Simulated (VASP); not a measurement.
# CuF (Pm-3m) in VASP: further runs

Runs on CuF. Level: PBE. Tasks: single point.

All numbers are computed with VASP 6.6.1; they aren't measurements. Logs are shortened: lines on timing, memory, paths and dates and some standing lists are left out, and cuts for length are marked.

### 1 The cell of the first run

Symmetry: Pm-3m, No. 221, cubic system. Conventional cell: a = 2.737 Å, b = 2.737 Å, c = 2.737 Å, α = 90.00°, β = 90.00°, γ = 90.00°. Cu (site symmetry m-3m) has 8 F at 2.37 Å and 6 Cu at 2.74 Å within 3.1 Å. F (site symmetry m-3m) has 8 Cu at 2.37 Å and 6 F at 2.74 Å within 3.1 Å.

### 2 Single point, PBE (volume changed by -6%)

Input file INCAR:

```
  ALGO = Normal
  EDIFF = 1E-6
  ENCUT = 520
  GGA = PE
  ISIF = 2
  ISMEAR = -1
  LASPH = T
  LCHARG = T
  LELF = T
  LREAL = F
  LVHAR = T
  LWAVE = F
  NBANDS = 16
  NELM = 60
  PREC = Accurate
  SIGMA = 0.02
```

Input file KPOINTS:

```
k-points
0
Gamma
  8 8 8
```

Input file POSCAR:

```
CuF
1.0
    2.7366511880      0.0000000000      0.0000000000
    0.0000000000      2.7366511880      0.0000000000
    0.0000000000      0.0000000000      2.7366511880
Cu F
1 1
Direct
    0.0000000000      0.0000000000      0.0000000000
    0.5000000000      0.5000000000      0.5000000000
```

Potentials or basis: VASP PAW PBE potentials, release 64 (Cu, F).

Run with:

```console
> cat potpaw_PBE.64/Cu/POTCAR potpaw_PBE.64/F/POTCAR > POTCAR
> mpirun -np 1 vasp_std > vasp.out
```

OUTCAR:

```text
EDIFF = 1E-6
   ENCUT = 520
   GGA = PE
   ISIF = 2
   ISMEAR = -1
   LASPH = T
   LREAL = F
   NELM = 60
   PREC = Accurate

 ion  position               nearest neighbor table
   1  0.000  0.000  0.000-
   2  0.500  0.500  0.500-

  LATTYP: Found a simple cubic cell.
 ALAT       =     2.7366511880

  Lattice vectors:

 A1 = (   2.7366511880,   0.0000000000,   0.0000000000)
 A2 = (   0.0000000000,   2.7366511880,   0.0000000000)
 A3 = (   0.0000000000,   0.0000000000,   2.7366511880)

Analysis of symmetry for initial positions (statically):
=====================================================================
 Subroutine PRICEL returns:
 Original cell was already a primitive cell.

 Routine SETGRP: Setting up the symmetry group for a
 simple cubic supercell.

 Subroutine GETGRP returns: Found 48 space group operations
 (whereof 48 operations were pure point group operations)
 out of a pool of 48 trial point group operations.

The static configuration has the point symmetry O_h .

Analysis of symmetry for dynamics (positions and initial velocities):
=====================================================================
 Subroutine PRICEL returns:
 Original cell was already a primitive cell.

 Routine SETGRP: Setting up the symmetry group for a
 simple cubic supercell.

 Subroutine GETGRP returns: Found 48 space group operations
 (whereof 48 operations were pure point group operations)
 out of a pool of 48 trial point group operations.

The dynamic configuration has the point symmetry O_h .

 Subroutine INISYM returns: Found 48 space group operations
 (whereof 48 operations are pure point group operations),
 and found     1 'primitive' translations

----------------------------------------------------------------------------------------

                                     Primitive cell

  volume of cell :      20.4955

  direct lattice vectors                    reciprocal lattice vectors
     2.736651188  0.000000000  0.000000000     0.365410106  0.000000000  0.000000000
     0.000000000  2.736651188  0.000000000     0.000000000  0.365410106  0.000000000
     0.000000000  0.000000000  2.736651188     0.000000000  0.000000000  0.365410106

  length of vectors
     2.736651188  2.736651188  2.736651188     0.365410106  0.365410106  0.365410106

  position of ions in fractional coordinates (direct lattice)
     0.000000000  0.000000000  0.000000000
     0.500000000  0.500000000  0.500000000

  ion indices of the primitive-cell ions
   primitive index   ion index
                 1           1
                 2           2

----------------------------------------------------------------------------------------

 KPOINTS: k-points

Automatic generation of k-mesh.
 Grid dimensions read from file:
 generate k-points for:    8    8    8

 Generating k-lattice:

  Cartesian coordinates                     Fractional coordinates (reciprocal lattice)
     0.045676263  0.000000000  0.000000000     0.125000000  0.000000000  0.000000000
     0.000000000  0.045676263  0.000000000     0.000000000  0.125000000  0.000000000
     0.000000000  0.000000000  0.045676263     0.000000000  0.000000000  0.125000000

  Length of vectors
     0.045676263  0.045676263  0.045676263

  Shift w.r.t. Gamma in fractional coordinates (k-lattice)
     0.000000000  0.000000000  0.000000000

 Subroutine IBZKPT returns following result:
 ===========================================

 Found     35 irreducible k-points:

 Following reciprocal coordinates:
            Coordinates               Weight
  0.000000  0.000000  0.000000      1.000000
  0.125000  0.000000  0.000000      6.000000
  0.250000  0.000000  0.000000      6.000000
  0.375000  0.000000  0.000000      6.000000
  0.500000  0.000000  0.000000      3.000000
  0.125000  0.125000  0.000000     12.000000
[... 16 lines left out ...]
  0.375000  0.375000  0.125000     24.000000
  0.500000  0.375000  0.125000     24.000000
 [... further k-points ...]
   k-points           NKPTS =     35   k-points in BZ     NKDIM =     35   number of bands    NBANDS=     16
   number of dos      NEDOS =    301   number of ions     NIONS =      2
   total plane-waves  NPLWV =   8000
   dimension x,y,z NGX =    20 NGY =   20 NGZ =   20
   dimension x,y,z NGXF=    40 NGYF=   40 NGZF=   40
   ions per type =               1   1
   NGX,Y,Z   is equivalent  to a cutoff of  12.15, 12.15, 12.15 a.u.
   NGXF,Y,Z  is equivalent  to a cutoff of  24.30, 24.30, 24.30 a.u.
 SYSTEM =  unknown system
   PREC   = accura    normal or accurate (medium, high low for compatibility)
   ISTART =      0    job   : 0-new  1-cont  2-samecut
   ICHARG =      2    charge: 1-file 2-atom 10-const
   ISPIN  =      1    spin polarized calculation?
   LNONCOLLINEAR =      F non collinear calculations
   LSORBIT =      F    spin-orbit coupling
   LASPH  =      T    aspherical Exc in radial PAW
   ENCUT  =  520.0 eV  38.22 Ry    6.18 a.u.   5.09  5.09  5.09*2*pi/ulx,y,z
   NELM   =     60;   NELMIN=  2; NELMDL= -5     # of ELM steps
   EDIFF  = 0.1E-05   stopping-criterion for ELM
   LREAL  =      F    real-space projection
   EDIFFG = 0.1E-04   stopping-criterion for IOM
   NSW    =      0    number of steps for IOM
   IBRION =     -1    ionic relax: 0-MD 1-quasi-New 2-CG
   NFREE  =      0    steps in history (QN), initial steepest desc. (CG)
   ISIF   =      2    stress and relaxation
   ISYM   =      2    0-nonsym 1-usesym 2-fastsym
   POTIM  = 0.5000    time-step for ionic-motion
   TEBEG  =    0.0;   TEEND  =   0.0 temperature during run
   PSTRESS=    0.0 pullay stress
   NELECT =      18.0000    total number of electrons
   NUPDOWN=      -1.0000    fix difference up-down
   EMIN   =  10.00;   EMAX   =-10.00  energy-range for DOS
   EFERMI =   0.00;   METHOD = LEGACY
   ISMEAR =    -1;   SIGMA  =   0.02  broadening in eV -4-tet -1-fermi 0-gaus
   EFERMI_NEDOS =   21; number of points for ismear=-14 and -15
   IALGO  =     38    algorithm
   IMIX   =      4    mixing-type and parameters
     AMIX     =   0.40;   BMIX     =  1.00
     AMIX_MAG =   1.60;   BMIX_MAG =  1.00
  volume/ion in A,a.u.               =      10.25        69.16
  Fermi-wavevector in a.u.,A,eV,Ry     =   1.567760  2.962637 33.441367  2.457871
  Thomas-Fermi vector in A             =   2.669892
   LORBIT       =      0    0 simple, 1 ext, 2 COOP (PROOUT), +10 PAW based schemes
   GGA     = PE    functional components
   LHFCALC =     F    Hartree Fock is set to
   AEXX    =    0.0000 exact exchange contribution
   IVDW    =     0    specifies the selected vdW correction
   LEPSILON=     F    determine dielectric tensor
   LRPA    =     F    only Hartree local field effects (RPA)
 non-spin polarized calculation
  energy-cutoff  :      520.00
  volume of cell :       20.50
 maximum number of plane-waves:       568
   NGX = 11   NGY = 11   NGZ = 11

 number of electron      17.9999959 magnetization

 Free energy of the ion-electron system (eV)
  ---------------------------------------------------
  ext. energy  EPLUGINS =         0.00000000
  ---------------------------------------------------
  free energy    TOTEN  =        -6.96322037 eV

  energy without entropy =       -6.96077148  energy(sigma->0) =       -6.96199593

 E-fermi :   5.0662     XC(G=0): -11.8799

 val. band max:        5.0611220670   @ k =   0.5000   0.5000   0.2500
 cond. band min:       5.0700083511   @ k =   0.5000   0.5000   0.3750
 fundamental gap:      0.0088862841
 Fermi energy:         5.0662078518

 k-point     1 :       0.0000    0.0000    0.0000
  band No.  band energies     occupation
      1     -19.1046      2.00000
      2       0.5768      2.00000
      3       0.5768      2.00000
      4       0.5768      2.00000
      5       3.1385      2.00000
      6       3.1385      2.00000
[... 8 lines left out ...]
     15      22.1746      0.00000
     16      36.3500      0.00000

 k-point     2 :       0.1250    0.0000    0.0000
  band No.  band energies     occupation
      1     -19.0466      2.00000
      2      -0.2587      2.00000
      3       0.5630      2.00000
      4       0.5630      2.00000
      5       3.1727      2.00000
      6       3.3577      2.00000
[... 8 lines left out ...]
     15      24.2984      0.00000
     16      32.9899      0.00000

 k-point     3 :       0.2500    0.0000    0.0000
  band No.  band energies     occupation
      1     -18.8996      2.00000
      2      -1.5512      2.00000
      3       0.5285      2.00000
      4       0.5285      2.00000
      5       3.2563      2.00000
      6       3.8898      2.00000
[... 8 lines left out ...]
     15      27.1727      0.00000
     16      29.5766      0.00000

 k-point     4 :       0.3750    0.0000    0.0000
  band No.  band energies     occupation
      1     -18.7463      2.00000
      2      -2.5130      2.00000
      3       0.4923      2.00000
      4       0.4923      2.00000
      5       3.3412      2.00000
      6       4.4167      2.00000
[... 8 lines left out ...]
     15      27.0077      0.00000
     16      30.1705      0.00000

 k-point     5 :       0.5000    0.0000    0.0000
  band No.  band energies     occupation
      1     -18.6811      2.00000
      2      -2.8642      2.00000
      3       0.4769      2.00000
      4       0.4769      2.00000
      5       3.3769      2.00000
      6       4.6282      2.00000
[... 8 lines left out ...]
     15      25.8657      0.00000
     16      31.6675      0.00000

 k-point     6 :       0.1250    0.1250    0.0000
  band No.  band energies     occupation
      1     -18.9899      2.00000
      2      -0.4688      2.00000
      3       0.1498      2.00000
      4       0.5634      2.00000
      5       3.2911      2.00000
      6       3.5201      2.00000
[... 8 lines left out ...]
     15      25.6150      0.00000
     16      30.9191      0.00000
[... 267 lines left out ...]
 k-point    21 :       0.3750    0.2500    0.1250
  band No.  band energies     occupation
      1     -18.5496      2.00000
      2      -1.8434      2.00000
      3      -0.5952      2.00000
      4       0.3173      2.00000
      5       3.6910      2.00000
      6       4.1859      2.00000
[... 8 lines left out ...]
     15      27.0386      0.00000
     16      30.4958      0.00000

 k-point    22 :       0.5000    0.2500    0.1250
  band No.  band energies     occupation
      1     -18.4955      2.00000
      2      -2.1143      2.00000
      3      -0.5110      2.00000
      4       0.3731      2.00000
      5       3.6804      2.00000
      6       4.1315      2.00000
[... 8 lines left out ...]
     15      26.5666      0.00000
     16      31.3009      0.00000

 k-point    23 :       0.3750    0.3750    0.1250
  band No.  band energies     occupation
      1     -18.4374      2.00000
      2      -1.5237      2.00000
      3      -1.2062      2.00000
      4       0.4541      2.00000
      5       3.6750      2.00000
      6       4.0941      2.00000
[... 8 lines left out ...]
     15      26.9309      0.00000
     16      29.3590      0.00000

 k-point    24 :       0.5000    0.3750    0.1250
  band No.  band energies     occupation
      1     -18.3895      2.00000
      2      -1.6459      2.00000
      3      -1.1723      2.00000
      4       0.5168      2.00000
      5       3.6287      2.00000
      6       4.0645      2.00000
[... 8 lines left out ...]
     15      26.5897      0.00000
     16      28.6548      0.00000

 [... further k-points ...]
[... 5 lines left out ...]
  --------------------------------------------------------------------------------------
  -------------------------------------------------------------------------------------
  Total        0.8563947      0.8563947      0.8563947      0.0000000      0.0000000     -0.0000000
  in kB       66.9462428     66.9462428     66.9462428      0.0000000      0.0000000     -0.0000000
  external PRESSURE =      66.9462428 kB  Pullay stress =       0.0000000 kB

 VOLUME and BASIS-vectors are now :
 -----------------------------------------------------------------------------
  energy-cutoff  :      520.00
  volume of cell :       20.50
      direct lattice vectors                 reciprocal lattice vectors
     2.736651188  0.000000000  0.000000000     0.365410106  0.000000000  0.000000000
     0.000000000  2.736651188  0.000000000     0.000000000  0.365410106  0.000000000
     0.000000000  0.000000000  2.736651188     0.000000000  0.000000000  0.365410106

 POSITION                                       TOTAL-FORCE (eV/Angst)
 -----------------------------------------------------------------------------------
      0.00000      0.00000      0.00000         0.000000      0.000000      0.000000
      1.36833      1.36833      1.36833         0.000000      0.000000      0.000000
 -----------------------------------------------------------------------------------
    total drift:                                0.000000      0.000000      0.000000

  FREE ENERGIE OF THE ION-ELECTRON SYSTEM (eV)
  ---------------------------------------------------
  free  energy   TOTEN  =        -6.9632203708 eV

  energy  without entropy=       -6.9607714815  energy(sigma->0) =       -6.96199593
```

Wall time 12 s (1 thread of Intel Xeon 8259CL, shared host); peak memory 0.13 GiB.

Results:

```yaml
Free_energy: -6.9632 eV
Pressure: 6.7 GPa
Band_gap_on_the_k_mesh: zero (band 9 reaches 5.07 eV, above the bottom of band 10 at 4.71 eV)
```

Levels at points of the mesh, in eV from the Fermi level:
| k point | band 5 | band 6 | band 7 | band 8 | band 9 | band 10 | band 11 | band 12 | band 13 | band 14 |
| --- | --- | --- | --- | --- | --- | --- | --- | --- | --- | --- |
| (0.00, 0.00, 0.00) | -1.93 | -1.93 | -1.90 | -0.36 | -0.36 | -0.36 | 15.35 | 15.35 | 17.11 | 17.11 |
| (0.50, 0.00, 0.00) | -1.69 | -0.44 | -0.31 | -0.17 | -0.17 | 4.20 | 4.89 | 16.77 | 16.77 | 17.29 |
| (0.50, 0.50, 0.00) | -1.74 | -1.26 | -0.76 | -0.76 | -0.02 | 4.99 | 8.60 | 8.60 | 14.96 | 22.54 |
| (0.50, 0.50, 0.50) | -0.04 | -0.04 | -0.04 | 0.01 | 0.01 | 6.88 | 6.88 | 6.88 | 11.56 | 18.52 |

Caveat: the cell differs from its parent crystal (volume changed by -6%); semilocal functionals often make such compounds metallic where correlation or magnetic order opens a gap, which also shifts bond lengths.

### 3 Single point, PBE

This run uses another cell than the first one, of 10.90 Å³/atom, 1.064 times its volume.

Input file INCAR:

```
PREC = Accurate
ENCUT = 520
EDIFF = 1E-6
ISMEAR = -1
SIGMA = 0.02
LREAL = False
LASPH = True
NELM = 80
ALGO = Normal
ISIF = 2
LWAVE = False
LCHARG = False
GGA = PE
NBANDS = 16
```

Input file KPOINTS:

```
Automatic mesh
0
Gamma
  8 8 8
```

Input file POSCAR:

```
CuF
1.0
    2.7936810900      0.0000000000      0.0000000000
    0.0000000000      2.7936810900      0.0000000000
    0.0000000000      0.0000000000      2.7936810900
Cu F
1 1
Direct
    0.0000000000      0.0000000000      0.0000000000
    0.5000000000      0.5000000000      0.5000000000
```

Potentials or basis: VASP PAW PBE potentials, release 64 (Cu, F).

Run with:

```console
> cat potpaw_PBE.64/Cu/POTCAR potpaw_PBE.64/F/POTCAR > POTCAR
> mpirun -np 1 vasp_std > vasp.out
```

Wall time 15 s (1 thread of Intel Xeon 8259CL, shared host); peak memory 0.14 GiB.

It converged, with:

```yaml
Free_energy: -6.9913 eV
Pressure: -0.2 GPa
Band_gap_on_the_k_mesh: zero (band 9 reaches 4.32 eV, above the bottom of band 10 at 3.99 eV)
```

Levels at points of the mesh, in eV from the Fermi level:
| k point | band 6 | band 7 | band 8 | band 9 | band 10 | band 11 | band 12 | band 13 |
| --- | --- | --- | --- | --- | --- | --- | --- | --- |
| (0.00, 0.00, 0.00) | -1.72 | -1.72 | -0.32 | -0.32 | -0.32 | 15.08 | 15.08 | 16.46 |
| (0.50, 0.00, 0.00) | -0.40 | -0.27 | -0.15 | -0.15 | 4.12 | 4.58 | 16.29 | 16.29 |
| (0.50, 0.50, 0.00) | -1.14 | -0.67 | -0.67 | -0.01 | 4.76 | 8.33 | 8.33 | 14.53 |
| (0.50, 0.50, 0.50) | -0.03 | -0.03 | 0.01 | 0.01 | 6.85 | 6.85 | 6.85 | 10.82 |

Caveat: semilocal functionals often make such compounds metallic where correlation or magnetic order opens a gap, which also shifts bond lengths. With open d or f shells a metallic result of PBE can be an artefact of self-interaction; +U or a hybrid may open a gap.

(Continued in part 2 of 3.)
